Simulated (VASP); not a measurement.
Runs of VASP 6.6.1 on As4S. The structure is that of space group Im-3m (No. 229), or close to it. The cells are those of the table. The cell was built from a structure type or drawn by symmetry, and may not be a known phase.

| task | level | cell | k mesh | cutoff (eV) | gap on the mesh (eV) | pressure (GPa) |
| --- | --- | --- | --- | --- | --- | --- |
| single point | PBE | a = 5.282 Å, angles 109.5°, 5 atoms | 4 × 4 × 4 | 520 | none | -3.8 |
| relaxation of cell and atoms | PBE | relaxed from a = 5.282 Å, angles 109.5°, 5 atoms | 10 × 10 × 10 | 600 | none | 0.0 |
| single point | PBE | a = 5.196 Å, angles 109.5°, 5 atoms | 10 × 10 × 10 | 520 | none | 0.0 |
| single point | RPBE | a = 5.196 Å, angles 109.5°, 5 atoms | 10 × 10 × 10 | 520 | none | (a) |

Alike in all rows: potentials or basis VASP PAW PBE potentials, release 64 (As, S); no spin polarisation; smearing gaussian 0.1 eV.

Question: Estimate the missing entries.

Answer: (a) 1.5.

Caveats: some runs use coarse meshes; the PAW data sets were made with another functional, which shifts forces and pressure a little (at least some runs).

A k mesh can miss the band edges, and the runs leave out spin-orbit coupling on As.

A gap of «none» marks levels without a gap at the run's occupations.
